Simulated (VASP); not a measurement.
The system is Sr2C.

```xyz
3
Lattice="0.0000 3.3601 3.3601 3.3601 0.0000 3.3601 3.3601 3.3601 0.0000" Properties=species:S:1:pos:R:3 pbc="T T T"
C     0.0000    0.0000    0.0000
Sr    1.6801    1.6801    1.6801
Sr    5.0402    5.0402    5.0402
```

Base run:

| Property | Result |
| --- | --- |
| Program | VASP 6.6.1 |
| Functional | PBE |
| Potentials or basis | VASP PAW PBE potentials, release 64 (C, Sr_sv) |
| Cutoff | 520 eV |
| k mesh | 6 × 6 × 6 |
| Occupations | fermi-dirac, width 0.02 eV |
| Spin | no spin polarisation |

Its results: band gap on the k mesh zero (bands 12 and 13 overlap by 0.10 eV); pressure 0.6 GPa.

**Question.** The run is repeated on the same cell with these changes: functional from PBE to HSE06; k mesh from 6 × 6 × 6 to 4 × 4 × 4. What comes out?

**Answer.** Band gap on the k mesh 0.37 eV (least direct gap 0.39 eV); pressure 0.4 GPa.

Several settings changed at once.

Caveats: the structure was generated, so it needn't be the stable form of Sr2C; the PAW data sets were made with another functional, which shifts forces and pressure a little (at least some runs).

A k mesh can miss the band edges.
